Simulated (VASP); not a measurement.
Runs of VASP 6.6.1 on Ca2Se. The structure is that of space group Fd-3m (No. 227), or close to it. The cells are those of the table. 

```csv
task,cell,k mesh,cutoff (eV),gap on the mesh (eV),pressure (GPa),relaxed volume (Å³/atom)
single point,"a = 6.508 Å, angles 60.0°, 6 atoms",8 × 8 × 8,520,none,0.0,-
relaxation of cell and atoms,"relaxed from a = 5.923 Å, angles 60.0°, 6 atoms",4 × 4 × 4,600,none,0.1,(a)
single point,"a = 6.458 Å, angles 60.0°, 6 atoms",4 × 4 × 4,520,none,0.3,-
relaxation of cell and atoms,"relaxed from a = 6.458 Å, angles 60.0°, 6 atoms",8 × 8 × 8,600,none,0.0,32.56
```

Alike in all rows: level PBE; potentials or basis VASP PAW PBE potentials, release 64 (Ca_sv, Se); no spin polarisation; smearing gaussian 0.1 eV.

Problem. Estimate the missing entries.

Solution. (a) 32.09.

Caveats: the volume moved by over 15 % at a fixed basis, so the end points are rough (some runs).

A k mesh can miss the band edges, and the runs leave out spin-orbit coupling on Se.

A gap of «none» marks levels without a gap at the run's occupations.
